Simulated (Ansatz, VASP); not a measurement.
# One calculation of Al2Pt, two programs

```
Al Pt
1.0
     0.00000    3.01296    3.01296
     3.01296    0.00000    3.01296
     3.01296    3.01296    0.00000
Al Pt
2 1
Direct
  0.25000 0.25000 0.25000
  0.75000 0.75000 0.75000
  0.00000 0.00000 0.00000
```

Change from the starting cell: volume scaled by 1.06, crystal datasets.

Alike in both runs: task electric field gradients; functional LDA; k mesh 12 × 12 × 12; occupations fermi-dirac, width 0.08 eV; no spin polarisation.

|  | VASP | Ansatz |
| --- | --- | --- |
| version | VASP 6.6.1 | Ansatz 0.2.0 |
| potentials or method | VASP PAW LDA potentials, release 64 (Al, Pt), cutoff 520 eV | all-electron PAW with datasets made for the crystal, scalar-relativistic |

```csv
,VASP,Ansatz,Ansatz less VASP
pressure (GPa),-10.2,-10.4,-0.22
```

LDA's correlation is that of Perdew and Zunger in VASP and of Perdew and Wang (1992) in Ansatz. Ansatz ran all-electron here, and VASP with PAW potentials.

Neither program's run includes spin-orbit coupling.
